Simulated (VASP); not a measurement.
# AlGa3N4 (Pm) in VASP: notebook

The runs below take AlGa3N4 through single point, with PBEsol.

All numbers are computed with VASP 6.6.1; they aren't measurements. Logs are shortened: lines on timing, memory, paths and dates and some standing lists are left out, and cuts for length are marked.

## Step 1: The cell of the first run

It takes space group Pm (No. 6, monoclinic). The conventional cell has a = 5.219 Å, b = 3.212 Å, c = 5.478 Å, α = 90.00°, β = 90.04°, γ = 90.00°. Al (site symmetry m) has 4 N at 1.90 to 1.93 Å within 2.5 Å. Within 2.6 Å of Ga (site symmetry m) lie 4 N at 1.95 to 1.98 Å. Within 2.6 Å of Ga (site symmetry m) lie 4 N at 1.94 to 1.99 Å. Ga (site symmetry m) has 4 N at 1.96 to 1.98 Å within 2.6 Å. Within 2.5 Å of N (site symmetry m) lie 1 Al at 1.90 Å and 3 Ga at 1.97 to 1.98 Å. N (site symmetry m) has 2 Al at 1.93 Å and 2 Ga at 1.96 to 1.99 Å within 2.6 Å. N (site symmetry m) has 4 Ga at 1.94 to 1.98 Å within 2.6 Å. Within 2.6 Å of N (site symmetry m) lie 1 Al at 1.93 Å and 3 Ga at 1.95 to 1.97 Å.

## Step 2: Single point, PBEsol (strain +0.015 along x and y, +0.000 along z)

File INCAR:

```
  PREC = Accurate
  ENCUT = 520
  EDIFF = 1E-6
  ISMEAR = 0
  SIGMA = 0.05
  LREAL = False
  LASPH = True
  NELM = 60
  ALGO = Normal
  ISIF = 2
  LWAVE = False
  LCHARG = False
  GGA = PS
  NBANDS = 41
```

File KPOINTS:

```
regular mesh
0
Gamma
  6 8 6
```

File POSCAR:

```
AlGa3N4
1.0
    5.2194864674      0.0000000000      0.0001215027
    0.0000000000      3.2124595726      0.0000000000
   -0.0036394751      0.0000000000      5.4784941377
Al Ga N
1 3 4
Direct
    0.0006034227      0.5000000000      0.6673576245
    0.4991167030      0.5000000000      0.3349195796
    0.4990273845      0.0000000000      0.8315570005
    0.9998617813      0.0000000000      0.1661805284
    0.1196687538      0.5000000000      0.3400974154
    0.1176459792      0.0000000000      0.8263760592
    0.6204436392      0.0000000000      0.1662162869
    0.6312323464      0.5000000000      0.6672965055
```

Potentials or basis: VASP PAW PBE potentials, release 64 (Al, Ga_d, N).

Run with:

```
cat potpaw_PBE.64/Al/POTCAR potpaw_PBE.64/Ga_d/POTCAR potpaw_PBE.64/N/POTCAR > POTCAR
mpirun -np 1 vasp_std > vasp.out
```

OUTCAR:

```text
PREC = Accurate
   ENCUT = 520
   EDIFF = 1E-6
   ISMEAR = 0
   LREAL = False
   LASPH = True
   NELM = 60
   ISIF = 2
   GGA = PS

 ion  position               nearest neighbor table
   1  0.001  0.500  0.667-   5 1.90   6 1.93   6 1.93   8 1.93
   2  0.499  0.500  0.335-   8 1.95   7 1.96   7 1.96   5 1.98
   3  0.499  0.000  0.832-   7 1.94   8 1.97   8 1.97   6 1.99
   4  1.000  0.000  0.166-   6 1.96   5 1.97   5 1.97   7 1.98
   5  0.120  0.500  0.340-   1 1.90   4 1.97   4 1.97   2 1.98
   6  0.118  0.000  0.826-   1 1.93   1 1.93   4 1.96   3 1.99
   7  0.620  0.000  0.166-   3 1.94   2 1.96   2 1.96   4 1.98
   8  0.631  0.500  0.667-   1 1.93   2 1.95   3 1.97   3 1.97

  LATTYP: Found a simple monoclinic cell.
 ALAT       =     5.2194864688
 B/A-ratio  =     0.6154742601
 C/A-ratio  =     1.0496234408
 COS(beta)  =    -0.0006410415

  Lattice vectors:

 A1 = (   5.2194864674,   0.0000000000,   0.0001215027)
 A2 = (   0.0000000000,   3.2124595726,   0.0000000000)
 A3 = (  -0.0036394751,   0.0000000000,   5.4784941377)

Analysis of symmetry for initial positions (statically):
=====================================================================
 Subroutine PRICEL returns:
 Original cell was already a primitive cell.

 Routine SETGRP: Setting up the symmetry group for a
 simple monoclinic supercell.

 Subroutine GETGRP returns: Found  2 space group operations
 (whereof  2 operations were pure point group operations)
 out of a pool of  4 trial point group operations.

The static configuration has the point symmetry C_1h.

Analysis of symmetry for dynamics (positions and initial velocities):
=====================================================================
 Subroutine PRICEL returns:
 Original cell was already a primitive cell.

 Routine SETGRP: Setting up the symmetry group for a
 simple monoclinic supercell.

 Subroutine GETGRP returns: Found  2 space group operations
 (whereof  2 operations were pure point group operations)
 out of a pool of  4 trial point group operations.

The dynamic configuration has the point symmetry C_1h.

 Subroutine INISYM returns: Found  2 space group operations
 (whereof  2 operations are pure point group operations),
 and found     1 'primitive' translations

----------------------------------------------------------------------------------------

                                     Primitive cell

  volume of cell :      91.8600

  direct lattice vectors                    reciprocal lattice vectors
     5.219486467  0.000000000  0.000121503     0.191589726  0.000000000  0.000127277
     0.000000000  3.212459573  0.000000000     0.000000000  0.311287964  0.000000000
    -0.003639475  0.000000000  5.478494138    -0.000004249  0.000000000  0.182531907

  length of vectors
     5.219486469  3.212459573  5.478495347     0.191589769  0.311287964  0.182531907

  position of ions in fractional coordinates (direct lattice)
     0.000603423  0.500000000  0.667357624
     0.499116703  0.500000000  0.334919580
     0.499027385  0.000000000  0.831557000
     0.999861781  0.000000000  0.166180528
     0.119668754  0.500000000  0.340097415
     0.117645979  0.000000000  0.826376059
     0.620443639  0.000000000  0.166216287
     0.631232346  0.500000000  0.667296505

  ion indices of the primitive-cell ions
   primitive index   ion index
                 1           1
                 2           2
                 3           3
                 4           4
                 5           5
                 6           6
                 7           7
                 8           8

----------------------------------------------------------------------------------------

 KPOINTS: regular mesh

Automatic generation of k-mesh.
 Grid dimensions read from file:
 generate k-points for:    6    8    6

 Generating k-lattice:

  Cartesian coordinates                     Fractional coordinates (reciprocal lattice)
     0.031931621  0.000000000  0.000021213     0.166666667  0.000000000 -0.000000000
     0.000000000  0.038910996  0.000000000     0.000000000  0.125000000  0.000000000
    -0.000000708  0.000000000  0.030421985     0.000000000  0.000000000  0.166666667

  Length of vectors
     0.031931628  0.038910996  0.030421985

  Shift w.r.t. Gamma in fractional coordinates (k-lattice)
     0.000000000  0.000000000  0.000000000

 Subroutine IBZKPT returns following result:
 ===========================================

 Found    100 irreducible k-points:

 Following reciprocal coordinates:
            Coordinates               Weight
  0.000000  0.000000  0.000000      1.000000
  0.166667  0.000000 -0.000000      2.000000
  0.333333  0.000000 -0.000000      2.000000
  0.500000  0.000000 -0.000000      1.000000
  0.000000  0.125000  0.000000      2.000000
  0.166667  0.125000 -0.000000      4.000000
[... 16 lines left out ...]
  0.333333  0.000000  0.166667      2.000000
  0.500000  0.000000  0.166667      2.000000
 [... further k-points ...]
   k-points           NKPTS =    100   k-points in BZ     NKDIM =    100   number of bands    NBANDS=     41
   number of dos      NEDOS =    301   number of ions     NIONS =      8
   total plane-waves  NPLWV =  40320
   dimension x,y,z NGX =    40 NGY =   24 NGZ =   42
   dimension x,y,z NGXF=    80 NGYF=   48 NGZF=   84
   ions per type =               1   3   4
   NGX,Y,Z   is equivalent  to a cutoff of  12.74, 12.42, 12.74 a.u.
   NGXF,Y,Z  is equivalent  to a cutoff of  25.48, 24.84, 25.49 a.u.
 SYSTEM =  unknown system
   PREC   = accura    normal or accurate (medium, high low for compatibility)
   ISTART =      0    job   : 0-new  1-cont  2-samecut
   ICHARG =      2    charge: 1-file 2-atom 10-const
   ISPIN  =      1    spin polarized calculation?
   LNONCOLLINEAR =      F non collinear calculations
   LSORBIT =      F    spin-orbit coupling
   LASPH  =      T    aspherical Exc in radial PAW
   ENCUT  =  520.0 eV  38.22 Ry    6.18 a.u.   9.70  5.97 10.19*2*pi/ulx,y,z
   NELM   =     60;   NELMIN=  2; NELMDL= -5     # of ELM steps
   EDIFF  = 0.1E-05   stopping-criterion for ELM
   LREAL  =      F    real-space projection
   EDIFFG = 0.1E-04   stopping-criterion for IOM
   NSW    =      0    number of steps for IOM
   IBRION =     -1    ionic relax: 0-MD 1-quasi-New 2-CG
   NFREE  =      0    steps in history (QN), initial steepest desc. (CG)
   ISIF   =      2    stress and relaxation
   ISYM   =      2    0-nonsym 1-usesym 2-fastsym
   POTIM  = 0.5000    time-step for ionic-motion
   TEBEG  =    0.0;   TEEND  =   0.0 temperature during run
   PSTRESS=    0.0 pullay stress
   NELECT =      62.0000    total number of electrons
   NUPDOWN=      -1.0000    fix difference up-down
   EMIN   =  10.00;   EMAX   =-10.00  energy-range for DOS
   EFERMI =   0.00;   METHOD = LEGACY
   ISMEAR =     0;   SIGMA  =   0.05  broadening in eV -4-tet -1-fermi 0-gaus
   EFERMI_NEDOS =   21; number of points for ismear=-14 and -15
   IALGO  =     38    algorithm
   IMIX   =      4    mixing-type and parameters
     AMIX     =   0.40;   BMIX     =  1.00
     AMIX_MAG =   1.60;   BMIX_MAG =  1.00
  volume/ion in A,a.u.               =      11.48        77.49
  Fermi-wavevector in a.u.,A,eV,Ry     =   1.436029  2.713701 28.057648  2.062179
  Thomas-Fermi vector in A             =   2.555262
   LORBIT       =      0    0 simple, 1 ext, 2 COOP (PROOUT), +10 PAW based schemes
   GGA     = PS    functional components
   LHFCALC =     F    Hartree Fock is set to
   AEXX    =    0.0000 exact exchange contribution
   IVDW    =     0    specifies the selected vdW correction
   LEPSILON=     F    determine dielectric tensor
   LRPA    =     F    only Hartree local field effects (RPA)
 non-spin polarized calculation
 Gauss-broadening in eV      SIGMA  =   0.05
  energy-cutoff  :      520.00
  volume of cell :       91.86
 maximum number of plane-waves:      2496
   NGX = 19   NGY = 11   NGZ = 21

 number of electron      61.9999993 magnetization

 Free energy of the ion-electron system (eV)
  ---------------------------------------------------
  ext. energy  EPLUGINS =         0.00000000
  ---------------------------------------------------
  free energy    TOTEN  =       -54.96615790 eV

  energy without entropy =      -54.96615790  energy(sigma->0) =      -54.96615790

 E-fermi :   5.3555     XC(G=0): -11.5835

 val. band max:        5.1299595214   @ k =   0.0000   0.0000   0.0000
 cond. band min:       7.2754478570   @ k =   0.0000   0.0000   0.0000
 fundamental gap:      2.1454883356
 Fermi energy:         5.3555334496

 k-point     1 :       0.0000    0.0000    0.0000
  band No.  band energies     occupation
      1     -10.4680      2.00000
      2      -9.6052      2.00000
      3      -9.3992      2.00000
      4      -9.1662      2.00000
      5      -8.1031      2.00000
      6      -8.0962      2.00000
[... 33 lines left out ...]
     40      15.1844      0.00000
     41      15.3071      0.00000

 k-point     2 :       0.1667    0.0000   -0.0000
  band No.  band energies     occupation
      1     -10.3876      2.00000
      2      -9.6084      2.00000
      3      -9.4092      2.00000
      4      -9.1640      2.00000
      5      -8.1020      2.00000
      6      -8.0921      2.00000
[... 33 lines left out ...]
     40      15.1283      0.00000
     41      15.3915      0.00000

 k-point     3 :       0.3333    0.0000   -0.0000
  band No.  band energies     occupation
      1     -10.1748      2.00000
      2      -9.6636      2.00000
      3      -9.4311      2.00000
      4      -9.1553      2.00000
      5      -8.0996      2.00000
      6      -8.0936      2.00000
[... 33 lines left out ...]
     40      15.0660      0.00000
     41      15.1496      0.00000

 k-point     4 :       0.5000    0.0000   -0.0000
  band No.  band energies     occupation
      1      -9.9794      2.00000
      2      -9.7843      2.00000
      3      -9.4375      2.00000
      4      -9.1486      2.00000
      5      -8.0982      2.00000
      6      -8.0962      2.00000
[... 825 lines left out ...]
     40      15.1576      0.00000
     41      15.2324      0.00000

 k-point    23 :       0.3333    0.0000    0.1667
  band No.  band energies     occupation
      1     -10.1151      2.00000
      2      -9.6407      2.00000
      3      -9.4439      2.00000
      4      -9.1730      2.00000
      5      -8.0881      2.00000
      6      -8.0880      2.00000
[... 33 lines left out ...]
     40      15.1034      0.00000
     41      15.2870      0.00000

 k-point    24 :       0.5000    0.0000    0.1667
  band No.  band energies     occupation
      1      -9.9345      2.00000
      2      -9.7409      2.00000
      3      -9.4503      2.00000
      4      -9.1665      2.00000
      5      -8.0890      2.00000
      6      -8.0855      2.00000
[... 33 lines left out ...]
     40      14.9278      0.00000
     41      15.3061      0.00000

 [... further k-points ...]
[... 5 lines left out ...]
  --------------------------------------------------------------------------------------
  -------------------------------------------------------------------------------------
  Total       -4.0900572     -3.9184041     -1.3844115      0.0000000      0.0000000      0.0016708
  in kB      -71.3367476    -68.3428597    -24.1462192      0.0000000      0.0000000      0.0291411
  external PRESSURE =     -54.6086088 kB  Pullay stress =       0.0000000 kB

 VOLUME and BASIS-vectors are now :
 -----------------------------------------------------------------------------
  energy-cutoff  :      520.00
  volume of cell :       91.86
      direct lattice vectors                 reciprocal lattice vectors
     5.219486467  0.000000000  0.000121503     0.191589726  0.000000000  0.000127277
     0.000000000  3.212459573  0.000000000     0.000000000  0.311287964  0.000000000
    -0.003639475  0.000000000  5.478494138    -0.000004249  0.000000000  0.182531907

 POSITION                                       TOTAL-FORCE (eV/Angst)
 -----------------------------------------------------------------------------------
      0.00072      1.60623      3.65611        -0.074866      0.000000      0.100273
      2.60391      1.60623      1.83492        -0.054226      0.000000     -0.111820
      2.60164      0.00000      4.55574        -0.036000      0.000000     -0.101529
      5.21816      0.00000      0.91054        -0.069998      0.000000      0.115466
      0.62337      1.60623      1.86324         0.074633      0.000000     -0.136200
      0.61104      0.00000      4.52731         0.049404      0.000000     -0.120349
      3.23779      0.00000      0.91069         0.057804      0.000000      0.137006
      3.29228      1.60623      3.65586         0.053249      0.000000      0.117153
 -----------------------------------------------------------------------------------
    total drift:                               -0.000097      0.000000     -0.000469

  FREE ENERGIE OF THE ION-ELECTRON SYSTEM (eV)
  ---------------------------------------------------
  free  energy   TOTEN  =       -54.9661578993 eV

  energy  without entropy=      -54.9661578993  energy(sigma->0) =      -54.96615790
```

Wall time 6.3 min (1 thread of Oxide Virtual Turin-like, shared host); peak memory 0.37 GiB.

Results:

```yaml
Free_energy: -54.9662 eV
Pressure: -5.5 GPa
Largest_force: 0.155 eV/Å
Band_gap_on_the_k_mesh: 2.15 eV, direct
```

Forces on the atoms (eV/Å):
```
Al  -0.075  0.000  0.100
Ga  -0.054  0.000 -0.112
Ga  -0.036  0.000 -0.102
Ga  -0.070  0.000  0.115
N    0.075  0.000 -0.136
N    0.049  0.000 -0.120
N    0.058  0.000  0.137
N    0.053  0.000  0.117
```

Caveat: the cell differs from its parent crystal (strain +0.015 along x and y, +0.000 along z); the PAW data sets were made with another functional, which shifts forces and pressure a little.

## Step 3: Single point, PBEsol (strain +0.030 along x and y, -0.015 along z)

File INCAR:

```
  PREC = Accurate
  ENCUT = 520
  EDIFF = 1E-6
  ISMEAR = 0
  SIGMA = 0.05
  LREAL = F
  LASPH = T
  NELM = 80
  ALGO = Normal
  ISIF = 2
  LWAVE = F
  LCHARG = F
  GGA = PS
  NBANDS = 41
```

File KPOINTS:

```
Automatic mesh
0
Gamma
  6 8 6
```

Edit POSCAR of step 2 so:

```diff
@@ -2,5 +2,5 @@
 1.0
-    5.2194864674      0.0000000000      0.0001215027
-    0.0000000000      3.2124595726      0.0000000000
-   -0.0036394751      0.0000000000      5.4784941377
+    5.2966217354      0.0000000000      0.0001196802
+    0.0000000000      3.2599343446      0.0000000000
+   -0.0036932605      0.0000000000      5.3963167256
 Al Ga N
```

Potentials or basis: VASP PAW PBE potentials, release 64 (Al, Ga_d, N).

Run with:

```
cat potpaw_PBE.64/Al/POTCAR potpaw_PBE.64/Ga_d/POTCAR potpaw_PBE.64/N/POTCAR > POTCAR
mpirun -np 1 vasp_std > vasp.out
```

OUTCAR:

```text
PREC = Accurate
   ENCUT = 520
   EDIFF = 1E-6
   ISMEAR = 0
   LREAL = F
   LASPH = T
   NELM = 80
   ISIF = 2
   GGA = PS

 ion  position               nearest neighbor table
   1  0.001  0.500  0.667-   5 1.88   6 1.94   6 1.94   8 1.96
   2  0.499  0.500  0.335-   8 1.92   7 1.97   7 1.97   5 2.01
   3  0.499  0.000  0.832-   7 1.92   8 1.98   8 1.98   6 2.02
   4  1.000  0.000  0.166-   6 1.94   5 1.98   5 1.98   7 2.01
   5  0.120  0.500  0.340-   1 1.88   4 1.98   4 1.98   2 2.01
   6  0.118  0.000  0.826-   4 1.94   1 1.94   1 1.94   3 2.02
   7  0.620  0.000  0.166-   3 1.92   2 1.97   2 1.97   4 2.01
[... 1271 lines left out ...]
  Total       -7.2394079     -6.6731893      0.8984754      0.0000000      0.0000000      0.0101217
  in kB     -124.4825230   -114.7463233     15.4493958      0.0000000      0.0000000      0.1740447
  external PRESSURE =     -74.5931502 kB  Pullay stress =       0.0000000 kB

 VOLUME and BASIS-vectors are now :
 -----------------------------------------------------------------------------
  energy-cutoff  :      520.00
  volume of cell :       93.18
      direct lattice vectors                 reciprocal lattice vectors
     5.296621735  0.000000000  0.000119680     0.188799585  0.000000000  0.000129215
     0.000000000  3.259934345  0.000000000     0.000000000  0.306754644  0.000000000
    -0.003693261  0.000000000  5.396316726    -0.000004187  0.000000000  0.185311581

 POSITION                                       TOTAL-FORCE (eV/Angst)
 -----------------------------------------------------------------------------------
      0.00073      1.62997      3.60127        -0.202681      0.000000      0.324194
      2.64240      1.62997      1.80739        -0.167847      0.000000     -0.330856
      2.64009      0.00000      4.48740        -0.133930      0.000000     -0.330249
      5.29528      0.00000      0.89688        -0.172288      0.000000      0.336664
      0.63258      1.62997      1.83529         0.202546      0.000000     -0.407370
      0.62007      0.00000      4.45940         0.129973      0.000000     -0.373555
      3.28564      0.00000      0.89703         0.161331      0.000000      0.416727
      3.34093      1.62997      3.60102         0.182897      0.000000      0.364445
 -----------------------------------------------------------------------------------
    total drift:                               -0.000134      0.000000      0.000065

  FREE ENERGIE OF THE ION-ELECTRON SYSTEM (eV)
  ---------------------------------------------------
  free  energy   TOTEN  =       -54.8092814490 eV

  energy  without entropy=      -54.8092814490  energy(sigma->0) =      -54.80928145
```

OSZICAR:

```text
N       E                     dE             d eps       ncg     rms          rms(c)
DAV:   1     0.629503852696E+03    0.62950E+03   -0.27952E+04  9091   0.255E+03
DAV:   2     0.545319772033E+02   -0.57497E+03   -0.53621E+03  8696   0.644E+02
DAV:   3    -0.543627438721E+02   -0.10889E+03   -0.10577E+03  9359   0.195E+02
DAV:   4    -0.621490184031E+02   -0.77863E+01   -0.77129E+01 11241   0.552E+01
DAV:   5    -0.623441061351E+02   -0.19509E+00   -0.19478E+00 10092   0.862E+00    0.147E+01
DAV:   6    -0.546906201203E+02    0.76535E+01   -0.22574E+01 14710   0.554E+01    0.451E+00
DAV:   7    -0.549000442933E+02   -0.20942E+00   -0.36449E+00  9688   0.107E+01    0.382E+00
DAV:   8    -0.548464873417E+02    0.53557E-01   -0.51714E-01 13161   0.835E+00    0.109E+00
DAV:   9    -0.548080837860E+02    0.38404E-01   -0.15572E-01 13087   0.596E+00    0.456E-01
DAV:  10    -0.548091722695E+02   -0.10885E-02   -0.16556E-02  9722   0.877E-01    0.245E-01
DAV:  11    -0.548092963875E+02   -0.12412E-03   -0.11704E-03 12283   0.792E-01    0.679E-02
DAV:  12    -0.548092689121E+02    0.27475E-04   -0.34051E-04 12768   0.433E-01    0.220E-02
DAV:  13    -0.548092809916E+02   -0.12079E-04   -0.14565E-04 10612   0.748E-02    0.126E-02
DAV:  14    -0.548092814490E+02   -0.45741E-06   -0.52411E-06 10199   0.374E-02
   1 F= -.54809281E+02 E0= -.54809281E+02  d E =-.590353E-16
```

Run time: 6.1 min. Hardware: 1 thread of Oxide Virtual Turin-like, shared host; peak memory 0.37 GiB.

Results:

- Free energy: -54.8093 eV
- Pressure: -7.5 GPa
- Largest force: 0.455 eV/Å
- Band gap on the k mesh: 1.93 eV, direct

Forces in eV/Å, atoms in the order of the input:
```
Al  -0.203  0.000  0.324
Ga  -0.168  0.000 -0.331
Ga  -0.134  0.000 -0.330
Ga  -0.172  0.000  0.337
N    0.203  0.000 -0.407
N    0.130  0.000 -0.374
N    0.161  0.000  0.417
N    0.183  0.000  0.364
```

Caveat: the cell differs from its parent crystal (strain +0.030 along x and y, -0.015 along z); the PAW data sets were made with another functional, which shifts forces and pressure a little.
